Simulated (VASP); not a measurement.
Here is a VASP 6.6.1 calculation.

Contents of INCAR:

```
SYSTEM = Ir
  ALGO = Normal
  EDIFF = 1E-6
  ENCUT = 520
  GGA = RE
  ISIF = 2
  ISMEAR = -1
  IVDW = 12
  LASPH = .TRUE.
  LCHARG = .FALSE.
  LREAL = .FALSE.
  LWAVE = .FALSE.
  NBANDS = 10
  NELM = 60
  PREC = Accurate
  SIGMA = 0.15
```

File KPOINTS:

```
k-points
0
G
  13 13 13
  0 0 0
```

The input POSCAR:

```
Ir
1.0
    0.0000000000      1.9136634352      1.9136634352
    1.9136634352      0.0000000000      1.9136634352
    1.9136634352      1.9136634352      0.0000000000
Ir
1
Direct
    0.0000000000      0.0000000000      0.0000000000
```

Potentials or basis: VASP PAW PBE potentials, release 64 (Ir).

The run is started by

```bash
$ cat potpaw_PBE.64/Ir/POTCAR > POTCAR
$ mpirun -np 1 vasp_std > vasp.out
```

Problem. Predict the pressure.

Solution. 0.6 GPa.

Problem. Predict the dispersion energy per atom.

Solution. -1.393 eV.

Caveat: the PAW data sets were made with another functional, which shifts forces and pressure a little; pairwise dispersion overbinds metals, which lowers pressure and volume.
